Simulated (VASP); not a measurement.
# Zn4SO3 (P-43m) in VASP: further runs

The runs below take Zn4SO3 through single point, with PBE.

Program: VASP 6.6.1. These are calculated values, not measurements. Logs are shortened: lines on timing, memory, paths and dates and some standing lists are left out, and cuts for length are marked.

### Step 1. The cell of the first run

It takes space group P-43m (No. 215, cubic). The conventional cell has a = 4.821 Å, b = 4.821 Å, c = 4.821 Å, α = 90.00°, β = 90.00°, γ = 90.00°. Zn (site symmetry 3m) has 3 O at 2.04 Å and 1 S at 2.26 Å within 2.7 Å. Within 3.0 Å of S (site symmetry -43m) lie 4 Zn at 2.26 Å. O (site symmetry -42m) has 4 Zn at 2.04 Å within 2.7 Å.

### Step 2. Single point, PBE

Input file INCAR:

```
SYSTEM = Zn4SO3
ALGO = Normal
EDIFF = 1E-7
ENCUT = 520
GGA = PE
ISIF = 2
ISMEAR = 0
LASPH = .True.
LCHARG = .False.
LREAL = .False.
LWAVE = .False.
NBANDS = 46
NELM = 100
PREC = Accurate
SIGMA = 0.1
```

Input file KPOINTS:

```
k-points
0
Gamma
  4 4 4
  0 0 0
```

Input file POSCAR:

```
Zn4SO3
1.0
    4.8207755000      0.0000000000      0.0000000000
    0.0000000000      4.8207755000      0.0000000000
    0.0000000000      0.0000000000      4.8207755000
Zn S O
4 1 3
Direct
    0.7706070000      0.7706070000      0.7706070000
    0.7706070000      0.2293930000      0.2293930000
    0.2293930000      0.7706070000      0.2293930000
    0.2293930000      0.2293930000      0.7706070000
    0.5000000000      0.5000000000      0.5000000000
    0.0000000000      0.0000000000      0.5000000000
    0.0000000000      0.5000000000      0.0000000000
    0.5000000000      0.0000000000      0.0000000000
```

Potentials or basis: VASP PAW PBE potentials, release 64 (Zn, S, O).

Launch:

```bash
cat potpaw_PBE.64/Zn/POTCAR potpaw_PBE.64/S/POTCAR potpaw_PBE.64/O/POTCAR > POTCAR
mpirun -np 1 vasp_std > vasp.out
```

OUTCAR:

```text
SYSTEM = Zn4SO3
   EDIFF = 1E-7
   ENCUT = 520
   GGA = PE
   ISIF = 2
   ISMEAR = 0
   LASPH = .True.
   LREAL = .False.
   NELM = 100
   PREC = Accurate

 ion  position               nearest neighbor table
   1  0.771  0.771  0.771-   6 2.04   7 2.04   8 2.04   5 2.26
   2  0.771  0.229  0.229-   6 2.04   7 2.04   8 2.04   5 2.26
   3  0.229  0.771  0.229-   6 2.04   7 2.04   8 2.04   5 2.26
   4  0.229  0.229  0.771-   6 2.04   7 2.04   8 2.04   5 2.26
   5  0.500  0.500  0.500-   1 2.26   2 2.26   3 2.26   4 2.26
   6  0.000  0.000  0.500-   1 2.04   2 2.04   3 2.04   4 2.04
   7  0.000  0.500  0.000-   1 2.04   2 2.04   3 2.04   4 2.04
   8  0.500  0.000  0.000-   1 2.04   2 2.04   3 2.04   4 2.04

  LATTYP: Found a simple cubic cell.
 ALAT       =     4.8207755000

  Lattice vectors:

 A1 = (   4.8207755000,   0.0000000000,   0.0000000000)
 A2 = (   0.0000000000,   4.8207755000,   0.0000000000)
 A3 = (   0.0000000000,   0.0000000000,   4.8207755000)

Analysis of symmetry for initial positions (statically):
=====================================================================
 Subroutine PRICEL returns:
 Original cell was already a primitive cell.

 Routine SETGRP: Setting up the symmetry group for a
 simple cubic supercell.

 Subroutine GETGRP returns: Found 24 space group operations
 (whereof 24 operations were pure point group operations)
 out of a pool of 48 trial point group operations.

The static configuration has the point symmetry T_d .

Analysis of symmetry for dynamics (positions and initial velocities):
=====================================================================
 Subroutine PRICEL returns:
 Original cell was already a primitive cell.

 Routine SETGRP: Setting up the symmetry group for a
 simple cubic supercell.

 Subroutine GETGRP returns: Found 24 space group operations
 (whereof 24 operations were pure point group operations)
 out of a pool of 48 trial point group operations.

The dynamic configuration has the point symmetry T_d .

 Subroutine INISYM returns: Found 24 space group operations
 (whereof 24 operations are pure point group operations),
 and found     1 'primitive' translations

----------------------------------------------------------------------------------------

                                     Primitive cell

[... 91 lines left out ...]
   IBRION =     -1    ionic relax: 0-MD 1-quasi-New 2-CG
   NFREE  =      0    steps in history (QN), initial steepest desc. (CG)
   ISIF   =      2    stress and relaxation
   ISYM   =      2    0-nonsym 1-usesym 2-fastsym
   POTIM  = 0.5000    time-step for ionic-motion
   TEBEG  =    0.0;   TEEND  =   0.0 temperature during run
   PSTRESS=    0.0 pullay stress
   NELECT =      72.0000    total number of electrons
   NUPDOWN=      -1.0000    fix difference up-down
   EMIN   =  10.00;   EMAX   =-10.00  energy-range for DOS
   EFERMI =   0.00;   METHOD = LEGACY
   ISMEAR =     0;   SIGMA  =   0.10  broadening in eV -4-tet -1-fermi 0-gaus
   EFERMI_NEDOS =   21; number of points for ismear=-14 and -15
   IALGO  =     38    algorithm
   IMIX   =      4    mixing-type and parameters
     AMIX     =   0.40;   BMIX     =  1.00
     AMIX_MAG =   1.60;   BMIX_MAG =  1.00
  volume/ion in A,a.u.               =      14.00        94.51
  Fermi-wavevector in a.u.,A,eV,Ry     =   1.412761  2.669732 27.155789  1.995894
  Thomas-Fermi vector in A             =   2.534477
   LORBIT       =      0    0 simple, 1 ext, 2 COOP (PROOUT), +10 PAW based schemes
   GGA     = PE    functional components
   LHFCALC =     F    Hartree Fock is set to
   AEXX    =    0.0000 exact exchange contribution
   IVDW    =     0    specifies the selected vdW correction
   LEPSILON=     F    determine dielectric tensor
   LRPA    =     F    only Hartree local field effects (RPA)
 non-spin polarized calculation
 Gauss-broadening in eV      SIGMA  =   0.10
  energy-cutoff  :      520.00
  volume of cell :      112.03
 maximum number of plane-waves:      3031
 NGX is ok and might be reduce to    36
   NGX = 17   NGY = 17   NGZ = 17

 number of electron      71.9999897 magnetization

 Free energy of the ion-electron system (eV)
  ---------------------------------------------------
  ext. energy  EPLUGINS =         0.00000000
  ---------------------------------------------------
  free energy    TOTEN  =       -33.00441411 eV

  energy without entropy =      -33.00437608  energy(sigma->0) =      -33.00439510

 E-fermi :   1.6285     XC(G=0): -10.4446

 val. band max:        1.4074499741   @ k =   0.0000   0.0000   0.0000
 cond. band min:       1.8256626028   @ k =   0.0000   0.0000   0.0000
 fundamental gap:      0.4182126287
 Fermi energy:         1.6285317799

 k-point     1 :       0.0000    0.0000    0.0000
  band No.  band energies     occupation
      1     -16.1310      2.00000
      2     -15.5902      2.00000
      3     -15.5902      2.00000
      4     -10.6953      2.00000
      5      -4.7470      2.00000
      6      -4.7470      2.00000
[... 479 lines left out ...]
     45      11.3000      0.00000
     46      11.3000      0.00000

------------------------ aborting loop because EDIFF is reached ----------------------------------------

  FORCE on cell =-STRESS in cart. coord.  units (eV):
  Direction    XX          YY          ZZ          XY          YZ          ZX
  --------------------------------------------------------------------------------------
  -------------------------------------------------------------------------------------
  Total        0.3854350      0.3854350      0.3854350     -0.0000000      0.0000000     -0.0000000
  in kB        5.5120227      5.5120227      5.5120227     -0.0000000      0.0000000     -0.0000000
  external PRESSURE =       5.5120227 kB  Pullay stress =       0.0000000 kB

 VOLUME and BASIS-vectors are now :
 -----------------------------------------------------------------------------
  energy-cutoff  :      520.00
  volume of cell :      112.03
      direct lattice vectors                 reciprocal lattice vectors
     4.820775500  0.000000000  0.000000000     0.207435505  0.000000000  0.000000000
     0.000000000  4.820775500  0.000000000     0.000000000  0.207435505  0.000000000
     0.000000000  0.000000000  4.820775500     0.000000000  0.000000000  0.207435505

 POSITION                                       TOTAL-FORCE (eV/Angst)
 -----------------------------------------------------------------------------------
      3.71492      3.71492      3.71492        -0.015794     -0.015794     -0.015794
      3.71492      1.10585      1.10585        -0.015794      0.015794      0.015794
      1.10585      3.71492      1.10585         0.015794     -0.015794      0.015794
      1.10585      1.10585      3.71492         0.015794      0.015794     -0.015794
      2.41039      2.41039      2.41039        -0.000000      0.000000      0.000000
      0.00000      0.00000      2.41039        -0.000000     -0.000000      0.000000
      0.00000      2.41039      0.00000        -0.000000     -0.000000     -0.000000
      2.41039      0.00000      0.00000        -0.000000     -0.000000     -0.000000
 -----------------------------------------------------------------------------------
    total drift:                                0.000000      0.000000     -0.000000

  FREE ENERGIE OF THE ION-ELECTRON SYSTEM (eV)
  ---------------------------------------------------
  free  energy   TOTEN  =       -33.0044141147 eV

  energy  without entropy=      -33.0043760822  energy(sigma->0) =      -33.00439510
```

stdout:

```text
POSCAR found type information on POSCAR ZnS O
 POSCAR found :  3 types and       8 ions
 scaLAPACK will be used
 LDA part: xc-table for (Slater+PW92), standard interpolation
 POSCAR, INCAR and KPOINTS ok, starting setup
 FFT: planning ... GRIDC
 FFT: planning ... GRID_SOFT
 FFT: planning ... GRID
 WAVECAR not read
 entering main loop
```

Wall time 25 s (1 thread of Intel Xeon 6975P-C (Granite Rapids), shared host); peak memory 0.22 GiB.

What came out:

```yaml
Free_energy: -33.0044 eV
Pressure: 0.6 GPa
Largest_force: 0.027 eV/Å
Band_gap_on_the_k_mesh: 0.42 eV, direct
```

Forces on the atoms (eV/Å):
```
Zn  -0.016 -0.016 -0.016
Zn  -0.016  0.016  0.016
Zn   0.016 -0.016  0.016
Zn   0.016  0.016 -0.016
S    0.000  0.000  0.000
O    0.000  0.000  0.000
O    0.000  0.000  0.000
O    0.000  0.000  0.000
```

Levels at points of the mesh, in eV from the valence-band top:
```csv
k point,band 32,band 33,band 34,band 35,band 36,band 37,band 38,band 39,band 40,band 41
"(0.00, 0.00, 0.00)",-2.03,-2.03,0.00,0.00,0.00,0.42,4.50,4.50,4.99,6.91
"(0.50, 0.00, 0.00)",-1.88,-1.43,-1.43,-0.70,-0.70,2.94,4.15,6.11,7.14,7.14
"(0.50, 0.50, 0.00)",-1.88,-1.39,-1.05,-0.56,-0.56,3.99,5.74,5.74,6.26,6.74
"(0.50, 0.50, 0.50)",-1.05,-1.05,-0.32,-0.32,-0.32,3.75,3.75,3.75,5.68,7.50
```

### Step 3. Single point, PBE

Input file INCAR:

```
PREC = Accurate ; ENCUT = 520
EDIFF = 1E-7 ; ISMEAR = 0
SIGMA = 0.1 ; LREAL = False
LASPH = True ; NELM = 80
ALGO = Normal ; ISIF = 2
LWAVE = False ; LCHARG = True
GGA = PE ; LELF = True
LVHAR = True ; NBANDS = 46
```

Input file KPOINTS:

```
Automatic mesh
0
Gamma
  4 4 4
```

POSCAR is that of step 2.

Potentials or basis: VASP PAW PBE potentials, release 64 (Zn, S, O).

Launch:

```bash
cat potpaw_PBE.64/Zn/POTCAR potpaw_PBE.64/S/POTCAR potpaw_PBE.64/O/POTCAR > POTCAR
mpirun -np 1 vasp_std > vasp.out
```

OUTCAR:

```text
PREC = Accurate
   ENCUT = 520
   EDIFF = 1E-7
   ISMEAR = 0
   LREAL = False
   LASPH = True
   NELM = 80
   ISIF = 2
   GGA = PE

 ion  position               nearest neighbor table
   1  0.771  0.771  0.771-   6 2.04   7 2.04   8 2.04   5 2.26
   2  0.771  0.229  0.229-   6 2.04   7 2.04   8 2.04   5 2.26
   3  0.229  0.771  0.229-   6 2.04   7 2.04   8 2.04   5 2.26
   4  0.229  0.229  0.771-   6 2.04   7 2.04   8 2.04   5 2.26
   5  0.500  0.500  0.500-   1 2.26   2 2.26   3 2.26   4 2.26
   6  0.000  0.000  0.500-   1 2.04   2 2.04   3 2.04   4 2.04
   7  0.000  0.500  0.000-   1 2.04   2 2.04   3 2.04   4 2.04
   8  0.500  0.000  0.000-   1 2.04   2 2.04   3 2.04   4 2.04

  LATTYP: Found a simple cubic cell.
 ALAT       =     4.8207755000

  Lattice vectors:

 A1 = (   4.8207755000,   0.0000000000,   0.0000000000)
 A2 = (   0.0000000000,   4.8207755000,   0.0000000000)
 A3 = (   0.0000000000,   0.0000000000,   4.8207755000)

Analysis of symmetry for initial positions (statically):
=====================================================================
 Subroutine PRICEL returns:
 Original cell was already a primitive cell.

 Routine SETGRP: Setting up the symmetry group for a
 simple cubic supercell.

 Subroutine GETGRP returns: Found 24 space group operations
 (whereof 24 operations were pure point group operations)
 out of a pool of 48 trial point group operations.

The static configuration has the point symmetry T_d .

Analysis of symmetry for dynamics (positions and initial velocities):
=====================================================================
 Subroutine PRICEL returns:
 Original cell was already a primitive cell.

[... 124 lines left out ...]
     AMIX_MAG =   1.60;   BMIX_MAG =  1.00
  volume/ion in A,a.u.               =      14.00        94.51
  Fermi-wavevector in a.u.,A,eV,Ry     =   1.412761  2.669732 27.155789  1.995894
  Thomas-Fermi vector in A             =   2.534477
   LORBIT       =      0    0 simple, 1 ext, 2 COOP (PROOUT), +10 PAW based schemes
   GGA     = PE    functional components
   LHFCALC =     F    Hartree Fock is set to
   AEXX    =    0.0000 exact exchange contribution
   IVDW    =     0    specifies the selected vdW correction
   LEPSILON=     F    determine dielectric tensor
   LRPA    =     F    only Hartree local field effects (RPA)
 non-spin polarized calculation
 Gauss-broadening in eV      SIGMA  =   0.10
  energy-cutoff  :      520.00
  volume of cell :      112.03
 maximum number of plane-waves:      3031
 NGX is ok and might be reduce to    36
   NGX = 17   NGY = 17   NGZ = 17

 number of electron      71.9999897 magnetization

 Free energy of the ion-electron system (eV)
  ---------------------------------------------------
  ext. energy  EPLUGINS =         0.00000000
  ---------------------------------------------------
  free energy    TOTEN  =       -33.00441411 eV

  energy without entropy =      -33.00437608  energy(sigma->0) =      -33.00439510

 E-fermi :   1.6285     XC(G=0): -10.4446

 val. band max:        1.4074499741   @ k =   0.0000   0.0000   0.0000
 cond. band min:       1.8256626028   @ k =   0.0000   0.0000   0.0000
 fundamental gap:      0.4182126287
 Fermi energy:         1.6285317799

 k-point     1 :       0.0000    0.0000    0.0000
  band No.  band energies     occupation
      1     -16.1310      2.00000
      2     -15.5902      2.00000
      3     -15.5902      2.00000
      4     -10.6953      2.00000
      5      -4.7470      2.00000
      6      -4.7470      2.00000
[... 479 lines left out ...]
     45      11.3000      0.00000
     46      11.3000      0.00000

------------------------ aborting loop because EDIFF is reached ----------------------------------------

  FORCE on cell =-STRESS in cart. coord.  units (eV):
  Direction    XX          YY          ZZ          XY          YZ          ZX
  --------------------------------------------------------------------------------------
  -------------------------------------------------------------------------------------
  Total        0.3854350      0.3854350      0.3854350     -0.0000000      0.0000000     -0.0000000
  in kB        5.5120227      5.5120227      5.5120227     -0.0000000      0.0000000     -0.0000000
  external PRESSURE =       5.5120227 kB  Pullay stress =       0.0000000 kB

 VOLUME and BASIS-vectors are now :
 -----------------------------------------------------------------------------
  energy-cutoff  :      520.00
  volume of cell :      112.03
      direct lattice vectors                 reciprocal lattice vectors
     4.820775500  0.000000000  0.000000000     0.207435505  0.000000000  0.000000000
     0.000000000  4.820775500  0.000000000     0.000000000  0.207435505  0.000000000
     0.000000000  0.000000000  4.820775500     0.000000000  0.000000000  0.207435505

 POSITION                                       TOTAL-FORCE (eV/Angst)
 -----------------------------------------------------------------------------------
      3.71492      3.71492      3.71492        -0.015794     -0.015794     -0.015794
      3.71492      1.10585      1.10585        -0.015794      0.015794      0.015794
      1.10585      3.71492      1.10585         0.015794     -0.015794      0.015794
      1.10585      1.10585      3.71492         0.015794      0.015794     -0.015794
      2.41039      2.41039      2.41039        -0.000000      0.000000      0.000000
      0.00000      0.00000      2.41039        -0.000000     -0.000000      0.000000
      0.00000      2.41039      0.00000        -0.000000     -0.000000     -0.000000
      2.41039      0.00000      0.00000        -0.000000     -0.000000     -0.000000
 -----------------------------------------------------------------------------------
    total drift:                                0.000000      0.000000     -0.000000

  FREE ENERGIE OF THE ION-ELECTRON SYSTEM (eV)
  ---------------------------------------------------
  free  energy   TOTEN  =       -33.0044141147 eV

  energy  without entropy=      -33.0043760822  energy(sigma->0) =      -33.00439510
```

OSZICAR:

```text
N       E                     dE             d eps       ncg     rms          rms(c)
DAV:   1     0.708171299712E+03    0.70817E+03   -0.34460E+04   920   0.214E+03
DAV:   2     0.746482686535E+02   -0.63352E+03   -0.60181E+03   928   0.502E+02
DAV:   3    -0.331092408978E+02   -0.10776E+03   -0.10577E+03  1018   0.186E+02
DAV:   4    -0.386415460494E+02   -0.55323E+01   -0.54982E+01  1096   0.445E+01
DAV:   5    -0.387027153978E+02   -0.61169E-01   -0.61153E-01  1006   0.486E+00    0.184E+01
DAV:   6    -0.327904162357E+02    0.59123E+01   -0.18019E+01  1492   0.689E+01    0.120E+01
DAV:   7    -0.330809693098E+02   -0.29055E+00   -0.62029E+00  1038   0.173E+01    0.756E+00
DAV:   8    -0.331185065647E+02   -0.37537E-01   -0.17496E+00  1296   0.859E+00    0.278E+00
DAV:   9    -0.329944517594E+02    0.12405E+00   -0.45916E-01  1420   0.806E+00    0.634E-01
DAV:  10    -0.330038255541E+02   -0.93738E-02   -0.10330E-01  1010   0.201E+00    0.262E-01
DAV:  11    -0.330043806707E+02   -0.55512E-03   -0.64250E-03  1158   0.791E-01    0.141E-01
DAV:  12    -0.330044022880E+02   -0.21617E-04   -0.36225E-04  1152   0.281E-01    0.120E-01
DAV:  13    -0.330044435834E+02   -0.41295E-04   -0.69802E-04  1180   0.163E-01    0.649E-02
DAV:  14    -0.330044116050E+02    0.31978E-04   -0.15256E-04  1226   0.157E-01    0.105E-02
DAV:  15    -0.330044146436E+02   -0.30386E-05   -0.14390E-05  1134   0.277E-02    0.817E-03
DAV:  16    -0.330044141820E+02    0.46160E-06   -0.27091E-06  1120   0.213E-02    0.407E-03
DAV:  17    -0.330044141158E+02    0.66222E-07   -0.16713E-06  1048   0.683E-03    0.113E-03
DAV:  18    -0.330044141147E+02    0.10768E-08   -0.55637E-08   568   0.286E-03
   1 F= -.33004414E+02 E0= -.33004395E+02  d E =-.380325E-04
```

It took 26 s on 1 thread of Intel Xeon 6975P-C (Granite Rapids), shared host; peak memory 0.22 GiB.

What came out:

```yaml
Free_energy: -33.0044 eV
Pressure: 0.6 GPa
Largest_force: 0.027 eV/Å
Band_gap_on_the_k_mesh: 0.42 eV, direct
```

Forces on the atoms (eV/Å):
```
Zn  -0.016 -0.016 -0.016
Zn  -0.016  0.016  0.016
Zn   0.016 -0.016  0.016
Zn   0.016  0.016 -0.016
S    0.000  0.000  0.000
O    0.000  0.000  0.000
O    0.000  0.000  0.000
O    0.000  0.000  0.000
```
